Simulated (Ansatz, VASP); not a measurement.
ZnS: VASP beside Ansatz

```
CELL_PARAMETERS angstrom
0.00000 2.70465 2.62351
2.70465 0.00000 2.62351
2.70465 2.70465 0.00000
ATOMIC_POSITIONS crystal
Zn 0.00000 0.00000 0.00000
S 0.75000 0.75000 0.75000
```

Change from the starting cell: zz strain of -3 %.

Alike in both runs: task single point; functional PBEsol; k mesh 8 × 8 × 8; occupations fermi-dirac, width 0.01 eV; no spin polarisation.

|  | VASP | Ansatz |
| --- | --- | --- |
| version | VASP 6.6.1 | Ansatz 0.2.0 |
| potentials or method | VASP PAW PBE potentials, release 64 (Zn, S), cutoff 520 eV | all-electron LAPW, scalar-relativistic |

VASP gave:

* gap on the k mesh at the Fermi level (eV): 2.03
* pressure (GPa): 0.3
* traceless stress, the component that is largest in VASP (GPa): 0.80

Question: What did Ansatz give for the same quantities?

Answer: gap on the k mesh at the Fermi level (eV): 2.02; pressure (GPa): 0.1; traceless stress, the component that is largest in VASP (GPa): 0.81.

VASP's potentials were made for PBE, not for PBEsol. Ansatz ran all-electron here, and VASP with PAW potentials.
